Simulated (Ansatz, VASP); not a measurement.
## Two plane-wave programs on CrO2

```xyz
3
Lattice="3.5828 0.0000 0.0000 0.0000 3.5828 0.0000 0.0000 0.0000 4.2062" Properties=species:S:1:pos:R:3 pbc="T T T"
Cr    0.0000    0.0000    0.0000
O     1.7914    0.0000    0.0000
O     0.0000    1.7914    0.0000
```

Change from the starting cell: ordered vacancies on the anion sites of rhenium trioxide (P4/mmm, No. 123).

Alike in both runs: task relaxation of cell and atoms; functional PBE; k mesh 6 × 6 × 4; occupations gaussian, width 0.1 eV; collinear spin.

|  | VASP | Ansatz |
| --- | --- | --- |
| version | VASP 6.6.1 | Ansatz 0.2.0 |
| potentials or method | VASP PAW PBE potentials, release 64 (Cr_pv, O), cutoff 600 eV | scalar-relativistic, plane waves, PAW |
| valence electrons in the cell | 24 | 26 |

```tsv
	VASP	Ansatz	Ansatz less VASP
gap on the k mesh at the Fermi level, each at its own relaxed structure (eV)	none	none	-
net moment per atom (μB)	0.67	0.67	0.000
size of the moment on the site where the two differ most (μB)	2.15	1.64	-0.511
relaxed volume (Å³/atom)	18.05	18.00	-0.050
relaxed length of the cell vector where the two differ most in proportion (Å)	3.587	3.583	-0.0047
```

Site moments also hang on the region over which each program counts them. A gap of «none» marks a metal or a gap that the smearing closes. VASP's potentials hold 24 valence electrons a cell and Ansatz's 26, so a difference there can come from the potentials and not from the codes.

The k mesh is coarse, so the values compare programs but aren't converged.
